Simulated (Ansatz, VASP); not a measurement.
In: VASP beside Ansatz

File INCAR:

```
SYSTEM = In
PREC = Accurate
ENCUT = 600
EDIFF = 1E-6
ISMEAR = -1
SIGMA = 0.05
LREAL = .False.
LASPH = .True.
NELM = 100
ALGO = Normal
ISIF = 3
LWAVE = .False.
LCHARG = .False.
GGA = PE
IVDW = 13
IBRION = 2
NSW = 60
EDIFFG = -0.01
```

KPOINTS

```
Automatic mesh
0
Gamma
  9 9 5
  0 0 0
```

The input POSCAR:

```
In
1.0
    3.3354847820      0.0000000000      0.0000000000
   -1.6677423910      2.8886145552      0.0000000000
    0.0000000000      0.0000000000      5.5091429200
In
2
Direct
    0.6666666667      0.3333333333      0.7500000000
    0.3333333333      0.6666666667      0.2500000000
```

input.yaml

```yaml
crystal:
  lattice:
    - [3.335484782, 0.0, 0.0]
    - [-1.667742391, 2.8886145552, 0.0]
    - [0.0, 0.0, 5.50914292]
  atoms:
    - { symbol: In, position: [0.6666666667, 0.3333333333, 0.75] }
    - { symbol: In, position: [0.3333333333, 0.6666666667, 0.25] }
hamiltonian:
  xc: pbe
  pseudopotentials: { kind: paw }
  dispersion: d4
kpoints:
  mp_grid: { grid: [9, 9, 5] }
scf:
  occupations: { method: fermi_dirac, width: 0.05 }
output:
  forces: true
  stress: true
  eigenvalues: true
relax:
  f_tol: 0.01
  max_steps: 40
  cell: { stress_tol: 0.05 }
```

Alike in both runs: task relaxation of cell and atoms; functional PBE; dispersion D4; k mesh 9 × 9 × 5; occupations fermi-dirac, width 0.05 eV; no spin polarisation.

```csv
,VASP,Ansatz
version,VASP 6.6.1,Ansatz 0.2.0
potentials or method,"VASP PAW PBE potentials, release 64 (In_d)",Ansatz PAW
plane-wave cutoff (eV),600,420
valence electrons in the cell,26,26
```

```csv
,VASP,Ansatz,Ansatz less VASP
"gap on the k mesh at the Fermi level, each at its own relaxed structure (eV)",none,none,-
relaxed volume (Å³/atom),26.10,26.11,+0.012
relaxed cell length with the largest relative difference (Å),3.329,3.330,+0.0007
```

A gap of «none» marks a metal or a gap that the smearing closes.

Noted on Ansatz's run: the plane-wave basis is chosen anew once the cell has moved, so the energies of steps on either side of that aren't comparable.
